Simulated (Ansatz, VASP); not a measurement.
**One calculation of Ga4As3N, two programs**

File INCAR:

```
ALGO = Normal
EDIFF = 1E-6
ENCUT = 520
GGA = PE
ISIF = 2
ISMEAR = -1
LASPH = True
LCHARG = False
LREAL = False
LWAVE = False
NBANDS = 46
NELM = 100
PREC = Accurate
SIGMA = 0.02
```

File KPOINTS:

```
k-points
0
Gamma
  6 4 6
```

Contents of POSCAR:

```
Ga4As3N
1.0
    3.8102281562      0.0000000000      0.0000000000
    0.0000000000      7.6830020113      0.0000000000
    0.0000000000      0.0000000000      5.3050399225
N Ga As
1 4 3
Direct
    0.0000000000      0.0000000000      0.0066247977
    0.5000000000      0.0000000000      0.8163264178
    0.0000000000      0.7893174784      0.2230693235
    0.5000000000      0.5000000000      0.7256761874
    0.0000000000      0.2106825216      0.2230693235
    0.5000000000      0.7697730989      0.5015582075
    0.0000000000      0.5000000000      0.0021175351
    0.5000000000      0.2302269011      0.5015582075
```

Input for Ansatz:

```yaml
crystal:
  lattice:
    - [3.8102281562, 0.0, 0.0]
    - [0.0, 7.6830020113, 0.0]
    - [0.0, 0.0, 5.3050399225]
  atoms:
    - { symbol: "N", position: [0.0, 0.0, 0.0066247977] }
    - { symbol: Ga, position: [0.5, 0.0, 0.8163264178] }
    - { symbol: As, position: [0.5, 0.7697730989, 0.5015582075] }
    - { symbol: Ga, position: [0.0, 0.7893174784, 0.2230693235] }
    - { symbol: As, position: [0.0, 0.5, 0.0021175351] }
    - { symbol: Ga, position: [0.5, 0.5, 0.7256761874] }
    - { symbol: As, position: [0.5, 0.2302269011, 0.5015582075] }
    - { symbol: Ga, position: [0.0, 0.2106825216, 0.2230693235] }
kpoints:
  mp_grid: { grid: [6, 4, 6] }
  band_path:
    path:
      - [0.0, 0.0, 0.0]
      - [0.5, 0.0, 0.0]
      - [0.5, 0.5, 0.0]
      - [0.0, 0.5, 0.0]
      - [0.0, 0.0, 0.5]
      - [0.5, 0.0, 0.5]
      - [0.5, 0.5, 0.5]
      - [0.0, 0.5, 0.5]
      - [0.0, 0.0, 0.1]
    npoints: 1
hamiltonian:
  xc: pbe
scf:
  occupations: { method: fermi_dirac, width: 0.02 }
  n_extra_bands: 6
output:
  forces: true
  stress: true
  eigenvalues: true
```

Alike in both runs: task single point; functional PBE; k mesh 6 × 4 × 6; occupations fermi-dirac, width 0.02 eV; no spin polarisation.

```csv
,VASP,Ansatz
version,VASP 6.6.1,Ansatz 0.2.0
potentials or method,"VASP PAW PBE potentials, release 64 (N, Ga_d, As)","plane waves, PAW"
plane-wave cutoff (eV),520,420
valence electrons in the cell,72,102
```

|  | VASP | Ansatz | Ansatz less VASP |
| --- | --- | --- | --- |
| pressure (GPa) | 3.5 | 3.3 | -0.22 |
| rms of the force components (eV/Å) | 0.042 | 0.041 | -0.0010 |

VASP's potentials hold 72 valence electrons a cell and Ansatz's 102, so a difference there can come from the potentials and not from the codes.
